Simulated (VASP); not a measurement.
Si2Ni, 3 atoms in the cell. Symmetry: I4/mmm, No. 139, tetragonal system. Conventional cell: a = 3.507 Å, b = 3.507 Å, c = 5.823 Å, α = 90.00°, β = 90.00°, γ = 90.00°. Si (site symmetry -4m2) has 4 Ni at 2.28 Å and 6 Si at 2.48 to 2.91 Å within 3.0 Å. Ni (site symmetry 4/mmm) has 8 Si at 2.28 Å within 3.0 Å.  This cell differs from its parent crystal: strain -0.080 along x and y, +0.080 along z.

| Quantity | Value |
| --- | --- |
| Program | VASP 6.6.1 |
| Task | single point |
| Functional | PBEsol |
| Potentials or basis | VASP PAW PBE potentials, release 64 (Si, Ni) |
| Cutoff | 520 eV |
| k mesh | 16 × 16 × 16 |
| Occupations | gaussian, width 0.15 eV |
| Spin | no spin polarisation |
| Dipole correction | no |
| Further INCAR settings | ALGO = Normal; EDIFF = 1e-06; NBANDS = 16 |

Potentials or basis: VASP PAW PBE potentials, release 64 (Si, Ni).

Run with:

```bash
$ cat potpaw_PBE.64/Si/POTCAR potpaw_PBE.64/Ni/POTCAR > POTCAR
$ mpirun -np 1 vasp_std > vasp.out
```

Hardware: 1 thread of Intel(R) Xeon(R) Platinum 8488C (Sapphire Rapids), with other jobs on the host.

Q: Estimate the wall time of this run.

A: Wall time 100 s on 1 thread of Intel(R) Xeon(R) Platinum 8488C (Sapphire Rapids), with other jobs on the host, peak memory 0.31 GiB. Counts: scf iterations 14, k points 349.
